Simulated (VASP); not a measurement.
A run of VASP 6.6.1:

INCAR

```
SYSTEM = Co
PREC = Accurate ; ENCUT = 520
EDIFF = 1E-6 ; ISMEAR = 0
SIGMA = 0.15 ; LREAL = .FALSE.
LASPH = .TRUE. ; NELM = 150
ALGO = Normal ; ISIF = 2
LWAVE = .FALSE. ; LCHARG = .FALSE.
ISPIN = 2 ; MAGMOM = 0.825 0.825
LORBIT = 11 ; NUPDOWN = 1.65
LMAXMIX = 4 ; GGA = PE
NBANDS = 20
```

File KPOINTS:

```
Automatic mesh
0
G
  24 24 12
  0 0 0
```

POSCAR

```
Co
1.0
    2.4220163998      0.0000000000      0.0000000000
   -1.2110081999      2.0975277306      0.0000000000
    0.0000000000      0.0000000000      3.9171327130
Co
2
Direct
    0.6666666667      0.3333333333      0.2500000000
    0.3333333333      0.6666666667      0.7500000000
```

Potentials or basis: VASP PAW PBE potentials, release 64 (Co).

Run with:

```sh
$ cat potpaw_PBE.64/Co/POTCAR > POTCAR
$ mpirun -np 1 vasp_std > vasp.out
```

Hardware: 1 thread of Intel Xeon 6975P-C, with other jobs on the host.

Question: How long does it take, and how much memory?

Answer: Wall time 4 min on 1 thread of Intel Xeon 6975P-C, with other jobs on the host, peak memory 0.33 GiB. Counts: scf iterations 12, k points 427.
